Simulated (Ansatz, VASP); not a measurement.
**VH2: VASP beside Ansatz**

```xyz
3
Lattice="0.0000 2.0177 2.0177 2.0177 0.0000 2.0177 2.0177 2.0177 0.0000" Properties=species:S:1:pos:R:3 pbc="T T T"
V     0.0000    0.0000    0.0000
H     1.0088    1.0088    1.0088
H     3.0265    3.0265    3.0265
```

Alike in both runs: task single point; functional PBEsol; k mesh 18 × 18 × 18; occupations gaussian, width 0.1 eV; no spin polarisation.

|  | VASP | Ansatz |
| --- | --- | --- |
| version | VASP 6.6.1 | Ansatz 0.2.0 |
| potentials or method | VASP PAW PBE potentials, release 64 (V_sv, H), cutoff 520 eV | scalar-relativistic, plane waves, PAW |
| valence electrons in the cell | 15 | 15 |

Ansatz gave:

| Item | Value |
| --- | --- |
| gap on the k mesh at the Fermi level (eV) | none |
| pressure (GPa) | 21.6 |

Problem. Estimate VASP's values.

Solution. gap on the k mesh at the Fermi level (eV): none; pressure (GPa): 21.9.

VASP's potentials were made for PBE, not for PBEsol. A gap of «none» marks a metal or a gap that the smearing closes.
